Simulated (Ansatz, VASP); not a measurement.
## Tl: VASP beside Ansatz

```xyz
1
Lattice="-1.9604 1.9410 1.9410 1.9604 -1.9410 1.9410 1.9604 1.9410 -1.9410" Properties=species:S:1:pos:R:3 pbc="T T T"
Tl    0.0000    0.0000    0.0000
```

Change from the starting cell: strain +0.0100 x Voigt [1, 0, 0, 0, 0, 0], atoms carried along.

Alike in both runs: task single point; functional PBEsol; k mesh 18 × 18 × 18; occupations gaussian, width 0.15 eV; no spin polarisation.

|  | VASP | Ansatz |
| --- | --- | --- |
| version | VASP 6.6.1 | Ansatz 0.2.0 |
| potentials or method | VASP PAW PBE potentials, release 64 (Tl_d), cutoff 520 eV | scalar-relativistic, plane waves, PAW |
| valence electrons in the cell | 13 | 13 |

```csv
,VASP,Ansatz,Ansatz less VASP
gap on the k mesh at the Fermi level (eV),none,none,-
pressure (GPa),-1.2,-1.1,+0.05
"traceless stress, the component that is largest in VASP (GPa)",-0.07,-0.07,0.000
```

VASP's potentials were made for PBE, not for PBEsol. A gap of «none» marks a metal or a gap that the smearing closes. The functional is the same, so the differences come from potentials, cutoffs and numerics.

Neither program's run includes spin-orbit coupling.
